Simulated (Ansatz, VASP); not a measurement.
## Al16Cu in VASP and in Ansatz

```
Al Cu
1.0
     5.63242    0.00000    0.00000
     0.00000    7.96545    0.00000
     0.00000    0.00000   21.22935
Al Cu
16 1
Direct
  0.25000 0.25000 0.18842
  0.25000 0.75000 0.18842
  0.75000 0.25000 0.18842
  0.75000 0.75000 0.18842
  0.00000 0.00000 0.25475
  0.00000 0.50000 0.25475
  0.50000 0.00000 0.25475
  0.50000 0.50000 0.25475
  0.25000 0.25000 0.32410
  0.25000 0.75000 0.32410
  0.75000 0.25000 0.32410
  0.75000 0.75000 0.32410
  0.00000 0.00000 0.38764
  0.00000 0.50000 0.38764
  0.50000 0.00000 0.38764
  0.50000 0.50000 0.38764
  0.16667 0.12500 0.52895
```

Alike in both runs: task single point; functional PBE; dispersion D3(BJ); k mesh 5 × 4 × 1; occupations gaussian, width 0.1 eV; no spin polarisation.

|  | VASP | Ansatz |
| --- | --- | --- |
| version | VASP 6.6.1 | Ansatz 0.2.0 |
| potentials or method | VASP PAW PBE potentials, release 64 (Al, Cu), cutoff 520 eV | scalar-relativistic, plane waves, PAW |
| valence electrons in the cell | 59 | 67 |

|  | VASP | Ansatz | Ansatz less VASP |
| --- | --- | --- | --- |
| gap on the k mesh at the Fermi level (eV) | none | none | - |
| rms of the force components (eV/Å) | 0.209 | 0.210 | +0.0006 |

Atom by atom the forces differ by 0.002 eV/Å (rms over components). A gap of «none» marks a metal or a gap that the smearing closes. VASP's potentials hold 59 valence electrons a cell and Ansatz's 67, so a difference there can come from the potentials and not from the codes.
